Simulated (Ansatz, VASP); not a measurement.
**One calculation of Si2F3, two programs**

The input INCAR:

```
PREC     = Accurate       # precision mode
ENCUT    = 520            # plane-wave cutoff, eV
EDIFF    = 1E-7           # SCF threshold, eV
ISMEAR   = 0              # smearing method
SIGMA    = 0.1            # smearing width, eV
LREAL    = F              # projectors in reciprocal space
LASPH    = T              # aspherical terms in the spheres
NELM     = 150            # most SCF steps
ALGO     = Normal         # electronic algorithm
ISIF     = 2              # what is computed and relaxed
LWAVE    = F              # write WAVECAR
LCHARG   = F              # write CHGCAR
ISPIN    = 2              # spin polarisation
MAGMOM   = 0 0 1 1 1      # initial moments
LORBIT   = 11             # projections on sites
GGA      = PE             # functional
NBANDS   = 26             # bands
```

File KPOINTS:

```
regular mesh
0
Gamma
  4 4 4
```

POSCAR

```
Si2F3
1.0
    4.2594769300      0.0000000000      0.0000000000
    0.0000000000      4.2594769300      0.0000000000
    0.0000000000      0.0000000000      4.2594769300
Si F
2 3
Direct
    0.0000000000      0.0000000000      0.0000000000
    0.5000000000      0.5000000000      0.5000000000
    0.0000000000      0.5000000000      0.5000000000
    0.5000000000      0.0000000000      0.5000000000
    0.5000000000      0.5000000000      0.0000000000
```

Input for Ansatz:

```yaml
crystal:
  lattice:
    - [4.25947693, 0.0, 0.0]
    - [0.0, 4.25947693, 0.0]
    - [0.0, 0.0, 4.25947693]
  atoms:
    - { symbol: Si, position: [0.0, 0.0, 0.0] }
    - { symbol: Si, position: [0.5, 0.5, 0.5] }
    - { symbol: F, position: [0.0, 0.5, 0.5], spin: 1.0 }
    - { symbol: F, position: [0.5, 0.0, 0.5], spin: 1.0 }
    - { symbol: F, position: [0.5, 0.5, 0.0], spin: 1.0 }
basis:
  ecutwfc: 420
kpoints:
  mp_grid: { grid: [4, 4, 4] }
hamiltonian:
  xc: pbe
scf:
  occupations: { method: gaussian, width: 0.1 }
  lower_state_search: "off"
output:
  forces: true
  stress: true
  eigenvalues: true
  populations: true
magnetization:
  spin_polarized: true
```

Alike in both runs: task single point; functional PBE; k mesh 4 × 4 × 4; occupations gaussian, width 0.1 eV; collinear spin.

```csv
,VASP,Ansatz
version,VASP 6.6.1,Ansatz 0.2.0
potentials or method,"VASP PAW PBE potentials, release 64 (Si, F), cutoff 520 eV","scalar-relativistic, plane waves, PAW"
valence electrons in the cell,29,29
```

Ansatz gave:

- gap on the k mesh at the Fermi level (eV): none
- pressure (GPa): -0.7
- net moment per atom (μB): 0.24
- size of the moment on the site where the two differ most (μB): 0.63

Question: What did VASP give for the same quantities?

Answer: gap on the k mesh at the Fermi level (eV): none; pressure (GPa): -0.9; net moment per atom (μB): 0.24; size of the moment on the site where the two differ most (μB): 0.36.

Site moments also hang on the region over which each program counts them. A gap of «none» marks a metal or a gap that the smearing closes.

The k mesh is coarse, so the values compare programs but aren't converged.
